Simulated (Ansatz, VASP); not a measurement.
TiO2 in VASP and in Ansatz

```
Ti O
1.0
    -1.90463    1.90463    4.78881
     1.90463   -1.90463    4.78881
     1.90463    1.90463   -4.78881
Ti O
2 4
Direct
  0.75000 0.25000 0.50000
  0.00000 0.00000 0.00000
  0.79190 0.79190 0.00000
  0.54190 0.04190 0.50000
  0.95810 0.45810 0.50000
  0.20810 0.20810 0.00000
```

Alike in both runs: task single point; functional RPBE; k mesh 10 × 10 × 10; occupations fermi-dirac, width 0.05 eV; no spin polarisation.

|  | VASP | Ansatz |
| --- | --- | --- |
| version | VASP 6.6.1 | Ansatz 0.2.0 |
| potentials or method | VASP PAW PBE potentials, release 64 (Ti_sv, O) | Ansatz PAW |
| plane-wave cutoff (eV) | 520 | 420 |
| valence electrons in the cell | 48 | 48 |

```csv
,VASP,Ansatz,Ansatz less VASP
gap on the k mesh at the Fermi level (eV),2.11,2.13,+0.023
least direct gap on the mesh (eV),2.44,2.46,+0.020
pressure (GPa),5.9,5.3,-0.61
"traceless stress, the component that is largest in VASP (GPa)",0.78,0.69,-0.090
rms of the force components (eV/Å),0.034,0.025,-0.0098
```

VASP's potentials were made for PBE, not for RPBE. Atom by atom the forces differ by 0.010 eV/Å (rms over components). The functional is the same, so the differences come from potentials, cutoffs and numerics.
